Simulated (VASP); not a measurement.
# Te2Mo in VASP: further runs, part 2 of 2

VASP 6.6.1. Earlier steps stand in the parts before.

**3. Single point, PBEsol (atom 1 (Te) moved by -0.340 Å along x and +0.000 Å along [0 0 1])**

INCAR reads:

```
PREC     = Accurate       # precision mode
ENCUT    = 520            # plane-wave cutoff, eV
EDIFF    = 1E-6           # SCF threshold, eV
ISMEAR   = 0              # smearing method
SIGMA    = 0.05           # smearing width, eV
LREAL    = F              # projectors in reciprocal space
LASPH    = T              # aspherical terms in the spheres
NELM     = 60             # most SCF steps
ALGO     = Normal         # electronic algorithm
ISIF     = 2              # what is computed and relaxed
LWAVE    = F              # write WAVECAR
LCHARG   = F              # write CHGCAR
GGA      = PS             # functional
NBANDS   = 64             # bands
KPAR     = 4
```

KPOINTS reads:

```
Automatic mesh
0
Gamma
  9 9 1
```

POSCAR reads:

```
Te2Mo
1.0
    3.4932091909      0.0000000000      0.0000000000
   -1.7466045954      3.0252079000      0.0000000000
    0.0000000000      0.0000000000     37.5161156315
Te Mo
8 4
Direct
    0.2247739246      0.5871956638      0.8584425242
    0.3333333333      0.6666666667      0.2318351738
    0.6666666667      0.3333333333      0.6719958813
    0.6666666667      0.3333333333      0.0453069351
    0.6666666667      0.3333333333      0.7681648262
    0.6666666667      0.3333333333      0.1415574758
    0.3333333333      0.6666666667      0.9546930649
    0.3333333333      0.6666666667      0.3280041187
    0.3333333333      0.6666666667      0.7200184287
    0.3333333333      0.6666666667      0.0934314856
    0.6666666667      0.3333333333      0.9065685144
    0.6666666667      0.3333333333      0.2799815713
```

Potentials or basis: VASP PAW PBE potentials, release 64 (Te, Mo_sv).

Launch:

```sh
cat potpaw_PBE.64/Te/POTCAR potpaw_PBE.64/Mo_sv/POTCAR > POTCAR
mpirun -np 4 vasp_std > vasp.out
```

OUTCAR:

```text
PREC = Accurate
   ENCUT = 520
   EDIFF = 1E-6
   ISMEAR = 0
   LREAL = F
   LASPH = T
   NELM = 60
   ISIF = 2
   GGA = PS

 ion  position               nearest neighbor table
   1  0.225  0.587  0.858-  11 2.47  11 2.79  11 2.90   7 3.63
   2  0.333  0.667  0.232-  12 2.71  12 2.71  12 2.71   8 3.61
   3  0.667  0.333  0.672-   9 2.70   9 2.70   9 2.70   5 3.61
   4  0.667  0.333  0.045-  10 2.71  10 2.71  10 2.71   6 3.61
   5  0.667  0.333  0.768-   9 2.71   9 2.71   9 2.71   3 3.61
   6  0.667  0.333  0.142-  10 2.71  10 2.71  10 2.71   4 3.61
   7  0.333  0.667  0.955-  11 2.71  11 2.71  11 2.71   1 3.63
   8  0.333  0.667  0.328-  12 2.70  12 2.70  12 2.70   2 3.61
   9  0.333  0.667  0.720-   3 2.70   3 2.70   3 2.70   5 2.71   5 2.71   5 2.71
  10  0.333  0.667  0.093-   4 2.71   4 2.71   4 2.71   6 2.71   6 2.71   6 2.71
  11  0.667  0.333  0.907-   1 2.47   7 2.71   7 2.71   7 2.71   1 2.79   1 2.90
  12  0.667  0.333  0.280-   8 2.70   8 2.70   8 2.70   2 2.71   2 2.71   2 2.71

  LATTYP: Found a hexagonal cell.
 ALAT       =     3.4932091909
 C/A-ratio  =    10.7397277350

  Lattice vectors:

 A1 = (   3.4932091909,   0.0000000000,   0.0000000000)
 A2 = (  -1.7466045954,   3.0252079000,   0.0000000000)
 A3 = (   0.0000000000,   0.0000000000,  37.5161156315)

Analysis of symmetry for initial positions (statically):
=====================================================================
 Subroutine PRICEL returns:
 Original cell was already a primitive cell.

 Routine SETGRP: Setting up the symmetry group for a
 hexagonal supercell.

 Subroutine GETGRP returns: Found  1 space group operations
 (whereof  1 operations were pure point group operations)
 out of a pool of 24 trial point group operations.

The static configuration has the point symmetry C_1 .

Analysis of symmetry for dynamics (positions and initial velocities):
=====================================================================
 Subroutine PRICEL returns:
 Original cell was already a primitive cell.

 Routine SETGRP: Setting up the symmetry group for a
 hexagonal supercell.

 Subroutine GETGRP returns: Found  1 space group operations
 (whereof  1 operations were pure point group operations)
 out of a pool of 24 trial point group operations.

The dynamic configuration has the point symmetry C_1 .

 Subroutine INISYM returns: Found  1 space group operations
 (whereof  1 operations are pure point group operations),
 and found     1 'primitive' translations

----------------------------------------------------------------------------------------

                                     Primitive cell

  volume of cell :     396.4585

  direct lattice vectors                    reciprocal lattice vectors
     3.493209191  0.000000000  0.000000000     0.286269715  0.165277897  0.000000000
    -1.746604595  3.025207900  0.000000000     0.000000000  0.330555794  0.000000000
     0.000000000  0.000000000 37.516115631     0.000000000  0.000000000  0.026655212

  length of vectors
     3.493209191  3.493209191 37.516115631     0.330555794  0.330555794  0.026655212

  position of ions in fractional coordinates (direct lattice)
     0.224773925  0.587195664  0.858442524
     0.333333333  0.666666667  0.231835174
     0.666666667  0.333333333  0.671995881
     0.666666667  0.333333333  0.045306935
[... 76 lines left out ...]
 [... further k-points ...]
   k-points           NKPTS =     41   k-points in BZ     NKDIM =     41   number of bands    NBANDS=     64
   number of dos      NEDOS =    301   number of ions     NIONS =     12
   total plane-waves  NPLWV = 219520
   dimension x,y,z NGX =    28 NGY =   28 NGZ =  280
   dimension x,y,z NGXF=    56 NGYF=   56 NGZF=  560
   ions per type =               8   4
   NGX,Y,Z   is equivalent  to a cutoff of  13.33, 13.33, 12.41 a.u.
   NGXF,Y,Z  is equivalent  to a cutoff of  26.65, 26.65, 24.82 a.u.
 SYSTEM =  unknown system
   PREC   = accura    normal or accurate (medium, high low for compatibility)
   ISTART =      0    job   : 0-new  1-cont  2-samecut
   ICHARG =      2    charge: 1-file 2-atom 10-const
   ISPIN  =      1    spin polarized calculation?
   LNONCOLLINEAR =      F non collinear calculations
   LSORBIT =      F    spin-orbit coupling
   LASPH  =      T    aspherical Exc in radial PAW
   ENCUT  =  520.0 eV  38.22 Ry    6.18 a.u.   6.50  6.50 69.76*2*pi/ulx,y,z
   NELM   =     60;   NELMIN=  2; NELMDL= -5     # of ELM steps
   EDIFF  = 0.1E-05   stopping-criterion for ELM
   LREAL  =      F    real-space projection
   EDIFFG = 0.1E-04   stopping-criterion for IOM
   NSW    =      0    number of steps for IOM
   IBRION =     -1    ionic relax: 0-MD 1-quasi-New 2-CG
   NFREE  =      0    steps in history (QN), initial steepest desc. (CG)
   ISIF   =      2    stress and relaxation
   ISYM   =      2    0-nonsym 1-usesym 2-fastsym
   POTIM  = 0.5000    time-step for ionic-motion
   TEBEG  =    0.0;   TEEND  =   0.0 temperature during run
   PSTRESS=    0.0 pullay stress
   NELECT =     104.0000    total number of electrons
   NUPDOWN=      -1.0000    fix difference up-down
   EMIN   =  10.00;   EMAX   =-10.00  energy-range for DOS
   EFERMI =   0.00;   METHOD = LEGACY
   ISMEAR =     0;   SIGMA  =   0.05  broadening in eV -4-tet -1-fermi 0-gaus
   EFERMI_NEDOS =   21; number of points for ismear=-14 and -15
   IALGO  =     38    algorithm
   IMIX   =      4    mixing-type and parameters
     AMIX     =   0.40;   BMIX     =  1.00
     AMIX_MAG =   1.60;   BMIX_MAG =  1.00
  volume/ion in A,a.u.               =      33.04       222.95
  Fermi-wavevector in a.u.,A,eV,Ry     =   1.047981  1.980397 14.942789  1.098264
  Thomas-Fermi vector in A             =   2.182884
   LORBIT       =      0    0 simple, 1 ext, 2 COOP (PROOUT), +10 PAW based schemes
   GGA     = PS    functional components
   LHFCALC =     F    Hartree Fock is set to
   AEXX    =    0.0000 exact exchange contribution
   IVDW    =     0    specifies the selected vdW correction
   LEPSILON=     F    determine dielectric tensor
   LRPA    =     F    only Hartree local field effects (RPA)
 non-spin polarized calculation
 Gauss-broadening in eV      SIGMA  =   0.05
  energy-cutoff  :      520.00
  volume of cell :      396.46
 maximum number of plane-waves:     10795
 NGX is ok and might be reduce to    28
   NGX = 13   NGY = 13   NGZ =139

 number of electron     103.9999997 magnetization

 Free energy of the ion-electron system (eV)
  ---------------------------------------------------
  ext. energy  EPLUGINS =         0.00000000
  ---------------------------------------------------
  free energy    TOTEN  =       -78.27224955 eV

  energy without entropy =      -78.27224955  energy(sigma->0) =      -78.27224955

 E-fermi :   5.1599     XC(G=0):  -8.2183

 val. band max:        4.8371756424   @ k =   0.0000   0.1111   0.0000
 cond. band min:       5.7002819255   @ k =   0.2222   0.2222   0.0000
 fundamental gap:      0.8631062830
 Fermi energy:         5.1598569551

 k-point     1 :       0.0000    0.0000    0.0000
  band No.  band energies     occupation
      1     -55.8245      2.00000
      2     -55.8068      2.00000
      3     -55.8046      2.00000
      4     -55.7845      2.00000
      5     -30.0390      2.00000
      6     -30.0380      2.00000
[... 1597 lines left out ...]
     63       7.6186      0.00000
     64       7.6793      0.00000

 [... further k-points ...]
[... 5 lines left out ...]
  --------------------------------------------------------------------------------------
  -------------------------------------------------------------------------------------
  Total        1.5441764     -0.2303314      2.4375955      0.8077417     -2.5853134     -3.6473371
  in kB        6.2403625     -0.9308206      9.8508687      3.2642649    -10.4478298    -14.7397054
  external PRESSURE =       5.0534702 kB  Pullay stress =       0.0000000 kB

 VOLUME and BASIS-vectors are now :
 -----------------------------------------------------------------------------
  energy-cutoff  :      520.00
  volume of cell :      396.46
      direct lattice vectors                 reciprocal lattice vectors
     3.493209191  0.000000000  0.000000000     0.286269715  0.165277897  0.000000000
    -1.746604595  3.025207900  0.000000000     0.000000000  0.330555794  0.000000000
     0.000000000  0.000000000 37.516115631     0.000000000  0.000000000  0.026655212

 POSITION                                       TOTAL-FORCE (eV/Angst)
 -----------------------------------------------------------------------------------
     -0.24042      1.77639     32.20543         2.150750      1.617107     -1.117252
     -0.00000      2.01681      8.69756         0.000074      0.000069     -0.035345
      1.74660      1.00840     25.21068         0.002112      0.001798     -0.031205
      1.74660      1.00840      1.69974         0.002254      0.001823     -0.033864
      1.74660      1.00840     28.81856        -0.024540     -0.020634      0.026569
      1.74660      1.00840      5.31069        -0.000202     -0.000331      0.032836
     -0.00000      2.01681     35.81638        -0.000824      0.069511      0.065521
     -0.00000      2.01681     12.30544        -0.000050     -0.000050      0.031039
     -0.00000      2.01681     27.01229        -0.016032     -0.014436     -0.001366
     -0.00000      2.01681      3.50519         0.000928      0.001458      0.000225
      1.74660      1.00840     34.01093        -2.114486     -1.656315      1.059393
      1.74660      1.00840     10.50382         0.000017     -0.000000      0.003447
 -----------------------------------------------------------------------------------
    total drift:                               -0.000276     -0.000241     -0.000043

  FREE ENERGIE OF THE ION-ELECTRON SYSTEM (eV)
  ---------------------------------------------------
  free  energy   TOTEN  =       -78.2722495507 eV

  energy  without entropy=      -78.2722495507  energy(sigma->0) =      -78.27224955
```

Run time: 17 min. Hardware: 4 MPI ranks of Oxide Virtual Turin-like, shared host; peak memory 1 GiB.

What came out:

| Property | Result |
| --- | --- |
| Free energy | -78.2722 eV |
| Largest force | 2.914 eV/Å |
| Band gap on the k mesh | 0.86 eV (least direct gap 1.08 eV) |

Forces on the atoms (eV/Å):
```
Te   2.151  1.617 -1.117
Te   0.000  0.000 -0.035
Te   0.002  0.002 -0.031
Te   0.002  0.002 -0.034
Te  -0.025 -0.021  0.027
Te   0.000  0.000  0.033
Te  -0.001  0.070  0.066
Te   0.000  0.000  0.031
Mo  -0.016 -0.014 -0.001
Mo   0.001  0.001  0.000
Mo  -2.114 -1.656  1.059
Mo   0.000  0.000  0.003
```

Caveat: the cell differs from its parent crystal (atom 1 (Te) moved by -0.340 Å along x and +0.000 Å along [0 0 1]); there is no dipole correction, which matters where the two faces differ; the PAW data sets were made with another functional, which shifts forces and pressure a little; spin-orbit coupling is left out, which moves the levels of the heavy elements.

The gap in the log of VASP goes by the Fermi energy; the results here count the filled bands.